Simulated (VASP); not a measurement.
# BiTe (P-1) in VASP: a series of runs, part 2 of 2

VASP 6.6.1.

**3. Single point, PBE (strain +0.0075 x Voigt [0, 0, 0, 0, 1, 0])**

File INCAR:

```
PREC     = Accurate       # precision mode
ENCUT    = 520            # plane-wave cutoff, eV
EDIFF    = 1E-7           # SCF threshold, eV
ISMEAR   = 0              # smearing method
SIGMA    = 0.15           # smearing width, eV
LREAL    = F              # projectors in reciprocal space
LASPH    = T              # aspherical terms in the spheres
NELM     = 100            # most SCF steps
ALGO     = Normal         # electronic algorithm
ISIF     = 2              # what is computed and relaxed
LWAVE    = F              # write WAVECAR
LCHARG   = F              # write CHGCAR
GGA      = PE             # functional
NBANDS   = 18             # bands
```

File KPOINTS:

```
Automatic mesh
0
Gamma
  12 12 12
```

File POSCAR:

```
BiTe
1.0
    2.4351476176      1.3987509848      3.3263771086
   -2.4102679280      1.3987509848      3.3082068004
    0.0124398448     -2.7975019696      3.3172919545
Bi Te
1 1
Direct
    0.5000000000      0.5000000000      0.5000000000
    0.0000000000      0.0000000000      0.0000000000
```

Potentials or basis: VASP PAW PBE potentials, release 64 (Bi_d, Te).

Command:

```bash
$ cat potpaw_PBE.64/Bi_d/POTCAR potpaw_PBE.64/Te/POTCAR > POTCAR
$ mpirun -np 1 vasp_std > vasp.out
```

OUTCAR:

```text
PREC = Accurate
   ENCUT = 520
   EDIFF = 1E-7
   ISMEAR = 0
   LREAL = F
   LASPH = T
   NELM = 100
   ISIF = 2
   GGA = PE

 ion  position               nearest neighbor table
   1  0.500  0.500  0.500-   2 3.24   2 3.24   2 3.25   2 3.25   2 3.26   2 3.26
   2  0.000  0.000  0.000-   1 3.24   1 3.24   1 3.25   1 3.25   1 3.26   1 3.26

  LATTYP: Found a triclinic cell.
 ALAT       =     4.3394236865
 B/A-ratio  =     1.1166054327
 C/A-ratio  =     1.0031980499
 COS(alpha) =     0.0028614737
 COS(beta)  =     0.3785885724
 COS(gamma) =     0.5611674529

  Lattice vectors:

 A1 = (   0.0124398448,  -2.7975019696,   3.3172919545)
 A2 = (   2.4227077728,  -4.1962529544,   0.0090851541)
 A3 = (   2.4351476176,   1.3987509848,   3.3263771086)

Analysis of symmetry for initial positions (statically):
=====================================================================
 Subroutine PRICEL returns:
 Original cell was already a primitive cell.

 Routine SETGRP: Setting up the symmetry group for a
 triclinic supercell.

 Subroutine GETGRP returns: Found  2 space group operations
 (whereof  2 operations were pure point group operations)
 out of a pool of  2 trial point group operations.

The static configuration has the point symmetry S_2 .

Analysis of symmetry for dynamics (positions and initial velocities):
=====================================================================
 Subroutine PRICEL returns:
 Original cell was already a primitive cell.

 Routine SETGRP: Setting up the symmetry group for a
 triclinic supercell.

 Subroutine GETGRP returns: Found  2 space group operations
 (whereof  2 operations were pure point group operations)
 out of a pool of  2 trial point group operations.

The dynamic configuration has the point symmetry S_2 .

 Subroutine INISYM returns: Found  2 space group operations
 (whereof  2 operations are pure point group operations),
 and found     1 'primitive' translations

----------------------------------------------------------------------------------------

                                     Primitive cell

  volume of cell :      67.4482

  direct lattice vectors                    reciprocal lattice vectors
     2.435147618  1.398750985  3.326377109     0.206006732  0.119153923  0.099711043
    -2.410267928  1.398750985  3.308206800    -0.206760369  0.119153923  0.101258920
     0.012439845 -2.797501970  3.317291954    -0.000376819 -0.238307845  0.100484982

  length of vectors
     4.353301380  4.325520551  4.339423687     0.258028531  0.259231318  0.258627150

  position of ions in fractional coordinates (direct lattice)
     0.500000000  0.500000000  0.500000000
     0.000000000  0.000000000  0.000000000

  ion indices of the primitive-cell ions
   primitive index   ion index
                 1           1
                 2           2

----------------------------------------------------------------------------------------

 KPOINTS: Automatic mesh

Automatic generation of k-mesh.
 Grid dimensions read from file:
 generate k-points for:   12   12   12

 Generating k-lattice:

  Cartesian coordinates                     Fractional coordinates (reciprocal lattice)
     0.017167228  0.009929494  0.008309254     0.083333333  0.000000000  0.000000000
    -0.017230031  0.009929494  0.008438243     0.000000000  0.083333333  0.000000000
    -0.000031402 -0.019858987  0.008373748     0.000000000  0.000000000  0.083333333

  Length of vectors
     0.021502378  0.021602610  0.021552262

  Shift w.r.t. Gamma in fractional coordinates (k-lattice)
     0.000000000  0.000000000  0.000000000

 Subroutine IBZKPT returns following result:
 ===========================================

 Found    868 irreducible k-points:

 Following reciprocal coordinates:
            Coordinates               Weight
  0.000000  0.000000  0.000000      1.000000
  0.083333 -0.000000 -0.000000      2.000000
  0.166667 -0.000000  0.000000      2.000000
  0.250000 -0.000000  0.000000      2.000000
  0.333333  0.000000 -0.000000      2.000000
  0.416667 -0.000000  0.000000      2.000000
[... 16 lines left out ...]
  0.250000  0.166667  0.000000      2.000000
  0.333333  0.166667  0.000000      2.000000
 [... further k-points ...]
   k-points           NKPTS =    868   k-points in BZ     NKDIM =    868   number of bands    NBANDS=     18
   number of dos      NEDOS =    301   number of ions     NIONS =      2
   total plane-waves  NPLWV =  32768
   dimension x,y,z NGX =    32 NGY =   32 NGZ =   32
   dimension x,y,z NGXF=    64 NGYF=   64 NGZF=   64
   ions per type =               1   1
   NGX,Y,Z   is equivalent  to a cutoff of  12.22, 12.30, 12.26 a.u.
   NGXF,Y,Z  is equivalent  to a cutoff of  24.44, 24.60, 24.52 a.u.
 SYSTEM =  unknown system
   PREC   = accura    normal or accurate (medium, high low for compatibility)
   ISTART =      0    job   : 0-new  1-cont  2-samecut
   ICHARG =      2    charge: 1-file 2-atom 10-const
   ISPIN  =      1    spin polarized calculation?
   LNONCOLLINEAR =      F non collinear calculations
   LSORBIT =      F    spin-orbit coupling
   LASPH  =      T    aspherical Exc in radial PAW
   ENCUT  =  520.0 eV  38.22 Ry    6.18 a.u.   8.09  8.04  8.07*2*pi/ulx,y,z
   NELM   =    100;   NELMIN=  2; NELMDL= -5     # of ELM steps
   EDIFF  = 0.1E-06   stopping-criterion for ELM
   LREAL  =      F    real-space projection
   EDIFFG = 0.1E-05   stopping-criterion for IOM
   NSW    =      0    number of steps for IOM
   IBRION =     -1    ionic relax: 0-MD 1-quasi-New 2-CG
   NFREE  =      0    steps in history (QN), initial steepest desc. (CG)
   ISIF   =      2    stress and relaxation
   ISYM   =      2    0-nonsym 1-usesym 2-fastsym
   POTIM  = 0.5000    time-step for ionic-motion
   TEBEG  =    0.0;   TEEND  =   0.0 temperature during run
   PSTRESS=    0.0 pullay stress
   NELECT =      21.0000    total number of electrons
   NUPDOWN=      -1.0000    fix difference up-down
   EMIN   =  10.00;   EMAX   =-10.00  energy-range for DOS
   EFERMI =   0.00;   METHOD = LEGACY
   ISMEAR =     0;   SIGMA  =   0.15  broadening in eV -4-tet -1-fermi 0-gaus
   EFERMI_NEDOS =   21; number of points for ismear=-14 and -15
   IALGO  =     38    algorithm
   IMIX   =      4    mixing-type and parameters
     AMIX     =   0.40;   BMIX     =  1.00
     AMIX_MAG =   1.60;   BMIX_MAG =  1.00
  volume/ion in A,a.u.               =      33.72       227.58
  Fermi-wavevector in a.u.,A,eV,Ry     =   1.109578  2.096798 16.750994  1.231163
  Thomas-Fermi vector in A             =   2.246119
   LORBIT       =      0    0 simple, 1 ext, 2 COOP (PROOUT), +10 PAW based schemes
   GGA     = PE    functional components
   LHFCALC =     F    Hartree Fock is set to
   AEXX    =    0.0000 exact exchange contribution
   IVDW    =     0    specifies the selected vdW correction
   LEPSILON=     F    determine dielectric tensor
   LRPA    =     F    only Hartree local field effects (RPA)
 non-spin polarized calculation
 Gauss-broadening in eV      SIGMA  =   0.15
  energy-cutoff  :      520.00
  volume of cell :       67.45
 maximum number of plane-waves:      1835
   NGX = 17   NGY = 17   NGZ = 17

 number of electron      20.9999996 magnetization

 Free energy of the ion-electron system (eV)
  ---------------------------------------------------
  ext. energy  EPLUGINS =         0.00000000
  ---------------------------------------------------
  free energy    TOTEN  =        -7.18850274 eV

  energy without entropy =       -7.17379148  energy(sigma->0) =       -7.18114711

 E-fermi :   6.6760     XC(G=0):  -9.4770

 val. band max:        6.6730043945   @ k =  -0.1667  -0.2500   0.3333
 cond. band min:       6.6766893778   @ k =   0.1667  -0.3333   0.2500
 fundamental gap:      0.0036849833
 Fermi energy:         6.6760113924

 k-point     1 :       0.0000    0.0000    0.0000
  band No.  band energies     occupation
      1     -16.5557      2.00000
      2     -16.5554      2.00000
      3     -16.5450      2.00000
      4     -16.5437      2.00000
      5     -16.5306      2.00000
      6      -6.8110      2.00000
[... 10 lines left out ...]
     17      13.3162      0.00000
     18      13.5168      0.00000
[... 463 lines left out ...]
 k-point    24 :       0.3333    0.1667    0.0000
  band No.  band energies     occupation
      1     -16.5578      2.00000
      2     -16.5535      2.00000
      3     -16.5468      2.00000
      4     -16.5384      2.00000
      5     -16.5282      2.00000
      6      -5.9500      2.00000
[... 10 lines left out ...]
     17      14.8681      0.00000
     18      15.5006      0.00000

 [... further k-points ...]

------------------------ aborting loop because EDIFF is reached ----------------------------------------

  FORCE on cell =-STRESS in cart. coord.  units (eV):
  Direction    XX          YY          ZZ          XY          YZ          ZX
  --------------------------------------------------------------------------------------
  -------------------------------------------------------------------------------------
  Total       -0.0375248     -0.0381035     -0.0258714      0.0648152      0.0000075     -0.0836868
  in kB       -0.8913722     -0.9051182     -0.6145553      1.5396329      0.0001790     -1.9879132
  external PRESSURE =      -0.8036819 kB  Pullay stress =       0.0000000 kB

 VOLUME and BASIS-vectors are now :
 -----------------------------------------------------------------------------
  energy-cutoff  :      520.00
  volume of cell :       67.45
      direct lattice vectors                 reciprocal lattice vectors
     2.435147618  1.398750985  3.326377109     0.206006732  0.119153923  0.099711043
    -2.410267928  1.398750985  3.308206800    -0.206760369  0.119153923  0.101258920
     0.012439845 -2.797501970  3.317291954    -0.000376819 -0.238307845  0.100484982

 POSITION                                       TOTAL-FORCE (eV/Angst)
 -----------------------------------------------------------------------------------
      0.01866      0.00000      4.97594        -0.000000      0.000000      0.000000
      0.00000      0.00000      0.00000         0.000000     -0.000000     -0.000000
 -----------------------------------------------------------------------------------
    total drift:                               -0.000000      0.000000     -0.000000

  FREE ENERGIE OF THE ION-ELECTRON SYSTEM (eV)
  ---------------------------------------------------
  free  energy   TOTEN  =        -7.1885027448 eV

  energy  without entropy=       -7.1737914784  energy(sigma->0) =       -7.18114711
```

It took 3.7 min on 1 thread of Intel Xeon 6975P-C (Granite Rapids), shared host; peak memory 1 GiB.

What came out:

```yaml
Free_energy: -7.1885 eV
Pressure: -0.1 GPa
Band_gap_on_the_k_mesh: zero (an odd number of electrons rules out a gap without spin polarisation)
```

Stress tensor (GPa, compression positive):
```
-0.09  0.15 -0.20
 0.15 -0.09  0.00
-0.20  0.00 -0.06
```

Levels at points of the mesh, in eV from the Fermi level:
| k point | band 6 | band 7 | band 8 | band 9 | band 10 | band 11 | band 12 | band 13 | band 14 | band 15 |
| --- | --- | --- | --- | --- | --- | --- | --- | --- | --- | --- |
| (0.00, 0.00, 0.00) | -13.49 | -8.28 | -2.96 | -2.88 | -1.62 | 1.87 | 2.46 | 2.56 | 4.06 | 4.08 |
| (0.50, 0.00, 0.00) | -11.59 | -11.36 | -1.86 | -1.81 | -1.02 | -0.95 | -0.59 | 0.33 | 6.71 | 6.88 |
| (0.00, 0.50, 0.00) | -11.57 | -11.35 | -1.88 | -1.83 | -1.06 | -0.97 | -0.61 | 0.29 | 6.68 | 6.85 |
| (0.50, 0.50, 0.00) | -11.70 | -9.97 | -5.60 | -4.49 | -3.30 | 2.42 | 3.06 | 3.59 | 4.57 | 8.18 |
| (0.00, 0.00, 0.50) | -11.58 | -11.36 | -1.88 | -1.81 | -1.04 | -0.96 | -0.60 | 0.31 | 6.69 | 6.86 |
| (0.50, 0.00, 0.50) | -11.73 | -9.95 | -5.60 | -4.50 | -3.28 | 2.43 | 3.08 | 3.62 | 4.54 | 8.21 |
| (0.00, 0.50, 0.50) | -11.67 | -10.00 | -5.61 | -4.48 | -3.33 | 2.40 | 3.04 | 3.56 | 4.61 | 8.16 |
| (0.50, 0.50, 0.50) | -11.24 | -10.95 | -2.36 | -2.35 | -2.24 | -1.56 | -1.27 | -1.26 | 7.98 | 8.52 |

Caveat: the cell differs from its parent crystal (strain +0.0075 x Voigt [0, 0, 0, 0, 1, 0]); spin-orbit coupling is left out, which moves the levels of the heavy elements.
